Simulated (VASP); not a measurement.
Input of a VASP 6.6.1 run:

File INCAR:

```
SYSTEM = CuNi2
  PREC = Accurate
  ENCUT = 520
  EDIFF = 1E-7
  ISMEAR = 0
  SIGMA = 0.1
  LREAL = .FALSE.
  LASPH = .TRUE.
  NELM = 150
  ALGO = Fast
  ISIF = 2
  LWAVE = .FALSE.
  LCHARG = .FALSE.
  ISPIN = 2
  MAGMOM = 0 0 -2 -2 2 -2
  LORBIT = 11
  LMAXMIX = 4
  GGA = PE
  NBANDS = 44
```

The input KPOINTS:

```
regular mesh
0
G
  6 6 2
  0 0 0
```

POSCAR

```
CuNi2
1.0
    2.5206944100      0.0000000000      0.0000000000
   -1.2603472100      2.1829853900      0.0000000000
    0.0000000000      0.0000000000     11.9475983600
Cu Ni
2 4
Direct
    0.3333333300      0.6666666700      0.6666666700
    0.3333333300      0.6666666700      0.3333333300
    0.3333333300      0.6666666700      0.0000000000
    0.6666666700      0.3333333300      0.8333333300
    0.6666666700      0.3333333300      0.1666666700
    0.6666666700      0.3333333300      0.5000000000
```

Potentials or basis: VASP PAW PBE potentials, release 64 (Cu, Ni).

Launch:

```bash
$ cat potpaw_PBE.64/Cu/POTCAR potpaw_PBE.64/Ni/POTCAR > POTCAR
$ mpirun -np 1 vasp_std > vasp.out
```

Problem. Predict the pressure.

Solution. 4.6 GPa.

Problem. What does it give for the largest force?

Solution. 0.455 eV/Å.

Problem. Estimate the site moments.

Solution. Cu -0.01; Ni -0.68, -0.49, -0.02 (each value once) μB.

Forces on the atoms (eV/Å):
```
Cu   0.000  0.000 -0.070
Cu   0.000  0.000  0.071
Ni   0.000  0.000  0.000
Ni   0.000  0.000  0.455
Ni   0.000  0.000 -0.455
Ni   0.000  0.000  0.000
```

Caveat: the k points lie up to 0.48 Å⁻¹ apart.
